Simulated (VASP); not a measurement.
# O (P6_3/mmc) in VASP: further runs

Runs on O. Level: PBE. Tasks: electric field gradients.

All numbers are computed with VASP 6.6.1; they aren't measurements. Logs are shortened: lines on timing, memory, paths and dates and some standing lists are left out, and cuts for length are marked.

## Step 1: The cell of the first run

It takes space group P6_3/mmc (No. 194, hexagonal). Conventional cell: a = 2.640 Å, b = 2.640 Å, c = 2.594 Å, α = 90.00°, β = 90.00°, γ = 120.00°. Within 2.7 Å of O (site symmetry -6m2) lie 14 O at 2.00 to 2.64 Å.

## Step 2: Electric field gradients, PBE (7.83 Å³/atom)

INCAR

```
PREC = Accurate
ENCUT = 520
EDIFF = 1E-8
ISMEAR = -1
SIGMA = 0.08
LREAL = F
LASPH = T
NELM = 60
ALGO = Normal
ISIF = 2
LWAVE = F
LCHARG = F
GGA = PE
LEFG = T
NBANDS = 13
```

KPOINTS

```
regular mesh
0
Gamma
  15 15 8
```

POSCAR

```
O
1.0
    2.6397822392      0.0000000000      0.0000000000
   -1.3198911196      2.2861184796      0.0000000000
    0.0000000000      0.0000000000      2.5936841182
O
2
Direct
    0.3333333333      0.6666666667      0.2500000000
    0.6666666667      0.3333333333      0.7500000000
```

Potentials or basis: VASP PAW PBE potentials, release 64 (O).

Started as:

```sh
$ cat potpaw_PBE.64/O/POTCAR > POTCAR
$ mpirun -np 1 vasp_std > vasp.out
```

OUTCAR:

```text
PREC = Accurate
   ENCUT = 520
   EDIFF = 1E-8
   ISMEAR = -1
   LREAL = F
   LASPH = T
   NELM = 60
   ISIF = 2
   GGA = PE

 ion  position               nearest neighbor table
   1  0.333  0.667  0.250-
   2  0.667  0.333  0.750-

  LATTYP: Found a hexagonal cell.
 ALAT       =     2.6397822392
 C/A-ratio  =     0.9825371501

  Lattice vectors:

 A1 = (   2.6397822392,   0.0000000000,   0.0000000000)
 A2 = (  -1.3198911196,   2.2861184796,   0.0000000000)
 A3 = (   0.0000000000,   0.0000000000,   2.5936841182)

Analysis of symmetry for initial positions (statically):
=====================================================================
 Subroutine PRICEL returns:
 Original cell was already a primitive cell.

 Routine SETGRP: Setting up the symmetry group for a
 hexagonal supercell.

 Subroutine GETGRP returns: Found 24 space group operations
 (whereof 12 operations were pure point group operations)
 out of a pool of 24 trial point group operations.

The static configuration has the point symmetry D_3d.
 The point group associated with its full space group is D_6h.

Analysis of symmetry for dynamics (positions and initial velocities):
=====================================================================
 Subroutine PRICEL returns:
 Original cell was already a primitive cell.

 Routine SETGRP: Setting up the symmetry group for a
 hexagonal supercell.

 Subroutine GETGRP returns: Found 24 space group operations
 (whereof 12 operations were pure point group operations)
 out of a pool of 24 trial point group operations.

The dynamic configuration has the point symmetry D_3d.
 The point group associated with its full space group is D_6h.

 Subroutine INISYM returns: Found 24 space group operations
 (whereof 12 operations are pure point group operations),
 and found     1 'primitive' translations

----------------------------------------------------------------------------------------

                                     Primitive cell

  volume of cell :      15.6525

  direct lattice vectors                    reciprocal lattice vectors
     2.639782239  0.000000000  0.000000000     0.378819126  0.218711324  0.000000000
    -1.319891120  2.286118480  0.000000000     0.000000000  0.437422648  0.000000000
     0.000000000  0.000000000  2.593684118     0.000000000  0.000000000  0.385551962

  length of vectors
     2.639782239  2.639782239  2.593684118     0.437422648  0.437422648  0.385551962

  position of ions in fractional coordinates (direct lattice)
     0.333333333  0.666666667  0.250000000
     0.666666667  0.333333333  0.750000000

  ion indices of the primitive-cell ions
   primitive index   ion index
                 1           1
                 2           2

----------------------------------------------------------------------------------------

 KPOINTS: regular mesh

Automatic generation of k-mesh.
 Grid dimensions read from file:
 generate k-points for:   15   15    8

 Generating k-lattice:

  Cartesian coordinates                     Fractional coordinates (reciprocal lattice)
     0.025254608  0.014580755  0.000000000     0.066666667  0.000000000  0.000000000
     0.000000000  0.029161510  0.000000000     0.000000000  0.066666667  0.000000000
     0.000000000  0.000000000  0.048193995     0.000000000  0.000000000  0.125000000

  Length of vectors
     0.029161510  0.029161510  0.048193995

  Shift w.r.t. Gamma in fractional coordinates (k-lattice)
     0.000000000  0.000000000  0.000000000

 Subroutine IBZKPT returns following result:
 ===========================================

 Found    135 irreducible k-points:

 Following reciprocal coordinates:
            Coordinates               Weight
  0.000000  0.000000  0.000000      1.000000
  0.066667  0.000000  0.000000      6.000000
  0.133333  0.000000  0.000000      6.000000
  0.200000  0.000000  0.000000      6.000000
  0.266667  0.000000  0.000000      6.000000
  0.333333 -0.000000  0.000000      6.000000
[... 16 lines left out ...]
  0.333333  0.200000  0.000000     12.000000
  0.400000  0.200000  0.000000      6.000000
 [... further k-points ...]
   k-points           NKPTS =    135   k-points in BZ     NKDIM =    135   number of bands    NBANDS=     13
   number of dos      NEDOS =    301   number of ions     NIONS =      2
   total plane-waves  NPLWV =   8000
   dimension x,y,z NGX =    20 NGY =   20 NGZ =   20
   dimension x,y,z NGXF=    40 NGYF=   40 NGZF=   40
   ions per type =               2
   NGX,Y,Z   is equivalent  to a cutoff of  12.60, 12.60, 12.82 a.u.
   NGXF,Y,Z  is equivalent  to a cutoff of  25.19, 25.19, 25.64 a.u.
 SYSTEM =  unknown system
   PREC   = accura    normal or accurate (medium, high low for compatibility)
   ISTART =      0    job   : 0-new  1-cont  2-samecut
   ICHARG =      2    charge: 1-file 2-atom 10-const
   ISPIN  =      1    spin polarized calculation?
   LNONCOLLINEAR =      F non collinear calculations
   LSORBIT =      F    spin-orbit coupling
   LASPH  =      T    aspherical Exc in radial PAW
   ENCUT  =  520.0 eV  38.22 Ry    6.18 a.u.   4.91  4.91  4.82*2*pi/ulx,y,z
   NELM   =     60;   NELMIN=  2; NELMDL= -5     # of ELM steps
   EDIFF  = 0.1E-07   stopping-criterion for ELM
   LREAL  =      F    real-space projection
   EDIFFG = 0.1E-06   stopping-criterion for IOM
   NSW    =      0    number of steps for IOM
   IBRION =     -1    ionic relax: 0-MD 1-quasi-New 2-CG
   NFREE  =      0    steps in history (QN), initial steepest desc. (CG)
   ISIF   =      2    stress and relaxation
   ISYM   =      2    0-nonsym 1-usesym 2-fastsym
   POTIM  = 0.5000    time-step for ionic-motion
   TEBEG  =    0.0;   TEEND  =   0.0 temperature during run
   PSTRESS=    0.0 pullay stress
   NELECT =      12.0000    total number of electrons
   NUPDOWN=      -1.0000    fix difference up-down
   EMIN   =  10.00;   EMAX   =-10.00  energy-range for DOS
   EFERMI =   0.00;   METHOD = LEGACY
   ISMEAR =    -1;   SIGMA  =   0.08  broadening in eV -4-tet -1-fermi 0-gaus
   EFERMI_NEDOS =   21; number of points for ismear=-14 and -15
   IALGO  =     38    algorithm
   IMIX   =      4    mixing-type and parameters
     AMIX     =   0.40;   BMIX     =  1.00
     AMIX_MAG =   1.60;   BMIX_MAG =  1.00
  volume/ion in A,a.u.               =       7.83        52.81
  Fermi-wavevector in a.u.,A,eV,Ry     =   1.498329  2.831432 30.544953  2.244991
  Thomas-Fermi vector in A             =   2.610102
   LORBIT       =      0    0 simple, 1 ext, 2 COOP (PROOUT), +10 PAW based schemes
   GGA     = PE    functional components
   LHFCALC =     F    Hartree Fock is set to
   AEXX    =    0.0000 exact exchange contribution
   IVDW    =     0    specifies the selected vdW correction
   LEPSILON=     F    determine dielectric tensor
   LRPA    =     F    only Hartree local field effects (RPA)
 non-spin polarized calculation
  energy-cutoff  :      520.00
  volume of cell :       15.65
 maximum number of plane-waves:       438
 NGX is ok and might be reduce to    20
   NGX =  9   NGY =  9   NGZ =  9

 number of electron      12.0000007 magnetization

 Free energy of the ion-electron system (eV)
  ---------------------------------------------------
  ext. energy  EPLUGINS =         0.00000000
  ---------------------------------------------------
  free energy    TOTEN  =        -5.79797046 eV

  energy without entropy =       -5.77511058  energy(sigma->0) =       -5.78654052

 E-fermi :   2.7135     XC(G=0): -11.9948

 val. band max:        2.7117565709   @ k =   0.2000   0.0667   0.0000
 cond. band min:       2.7539131957   @ k =   0.2667   0.2667   0.2500
 fundamental gap:      0.0421566248
 Fermi energy:         2.7134871506

 k-point     1 :       0.0000    0.0000    0.0000
  band No.  band energies     occupation
      1     -19.5537      2.00000
      2     -10.7641      2.00000
      3      -2.0192      2.00000
      4      -0.1548      2.00000
      5      -0.1548      2.00000
      6       3.3467      0.00073
      7       3.3467      0.00073
      8       5.0624      0.00000
      9      18.1083      0.00000
     10      19.8857      0.00000
     11      28.6017      0.00000
     12      28.6017      0.00000
     13      34.4699      0.00000
[... 353 lines left out ...]
 k-point    24 :       0.4000    0.2000    0.0000
  band No.  band energies     occupation
      1     -16.0852      2.00000
      2     -14.4722      2.00000
      3      -3.7886      2.00000
      4       0.1609      2.00000
      5       0.6654      2.00000
      6       1.9418      1.99987
      7       2.0400      1.99956
      8       4.2804      0.00000
      9      18.9550      0.00000
     10      24.8925      0.00000
     11      26.2844      0.00000
     12      27.9434      0.00000
     13      34.8567      0.00000

 [... further k-points ...]

------------------------ aborting loop because EDIFF is reached ----------------------------------------

  FORCE on cell =-STRESS in cart. coord.  units (eV):
  Direction    XX          YY          ZZ          XY          YZ          ZX
  --------------------------------------------------------------------------------------
  -------------------------------------------------------------------------------------
  Total        0.5549543      0.5549543      0.8634686      0.0000000     -0.0000000      0.0000000
  in kB       56.8046503     56.8046503     88.3839138      0.0000000     -0.0000000      0.0000000
  external PRESSURE =      67.3310714 kB  Pullay stress =       0.0000000 kB

 VOLUME and BASIS-vectors are now :
 -----------------------------------------------------------------------------
  energy-cutoff  :      520.00
  volume of cell :       15.65
      direct lattice vectors                 reciprocal lattice vectors
     2.639782239  0.000000000  0.000000000     0.378819126  0.218711324  0.000000000
    -1.319891120  2.286118480  0.000000000     0.000000000  0.437422648  0.000000000
     0.000000000  0.000000000  2.593684118     0.000000000  0.000000000  0.385551962

 POSITION                                       TOTAL-FORCE (eV/Angst)
 -----------------------------------------------------------------------------------
     -0.00000      1.52408      0.64842         0.000000     -0.000000      0.000000
      1.31989      0.76204      1.94526        -0.000000      0.000000      0.000000
 -----------------------------------------------------------------------------------
    total drift:                               -0.000000      0.000000     -0.000000

  FREE ENERGIE OF THE ION-ELECTRON SYSTEM (eV)
  ---------------------------------------------------
  free  energy   TOTEN  =        -5.7979704596 eV

  energy  without entropy=       -5.7751105798  energy(sigma->0) =       -5.78654052

 Electric field gradients (V/A^2)
---------------------------------------------------------------------
 ion       V_xx      V_yy      V_zz      V_xy      V_xz      V_yz
---------------------------------------------------------------------
   1     -28.641   -28.644    57.286    -0.002     0.000    -0.000
   2     -28.641   -28.644    57.286    -0.002    -0.000     0.000
---------------------------------------------------------------------

 Electric field gradients after diagonalization (V/A^2)
 (convention: |V_zz| > |V_xx| > |V_yy|)
----------------------------------------------------------------------
 ion       V_xx      V_yy      V_zz     asymmetry (V_yy - V_xx)/ V_zz
----------------------------------------------------------------------
   1     -28.646   -28.640    57.286       0.000
   2     -28.646   -28.640    57.286       0.000
----------------------------------------------------------------------

           NMR quadrupolar parameters

 Cq : quadrupolar parameter    Cq=e*Q*V_zz/h
 eta: asymmetry parameters     (V_yy - V_xx)/ V_zz
 Q  : nuclear electric quadrupole moment in mb (millibarn)
----------------------------------------------------------------------
 ion       Cq(MHz)       eta       Q (mb)
----------------------------------------------------------------------
   1       0.139       0.000       1.000
   2       0.139       0.000       1.000
----------------------------------------------------------------------
```

Run time: 29 s. Hardware: 1 thread of Intel Xeon Platinum 8259CL at 2.50GHz (Skylake/Cascade Lake), shared host; peak memory 0.13 GiB.

What came out:

* Free energy: -5.7980 eV
* Pressure: 6.7 GPa
* Band gap on the k mesh: zero (bands 6 and 7 overlap by 2.00 eV)
* Largest electric field gradient by atom: O +57.3 V/Å²

Stress tensor (GPa, compression positive):
```
5.68 0.00 0.00
0.00 5.68 0.00
0.00 0.00 8.84
```

Levels at points of the mesh, in eV from the Fermi level:
```
           k point  band 2  band 3  band 4  band 5  band 6  band 7  band 8  band 9  band 10  band 11
(0.00, 0.00, 0.00)  -13.48   -4.73   -2.87   -2.87    0.63    0.63    2.35   15.39    17.17    25.89
(0.00, 0.00, 0.50)  -18.72   -1.65   -1.65   -0.97   -0.97   -0.97   -0.97   19.25    19.25    25.53
```

Electric field gradients, principal values (V/Å²):
```tsv
atom	least	middle	greatest (by size)
1 O	-28.640	-28.646	57.286
2 O	-28.640	-28.646	57.286
```

Caveat: the cell stands under pressure; without QUAD_EFG the Cq values of the log hold for a quadrupole moment of 1 mb, not for the nuclei.

(Continued in part 2 of 2.)
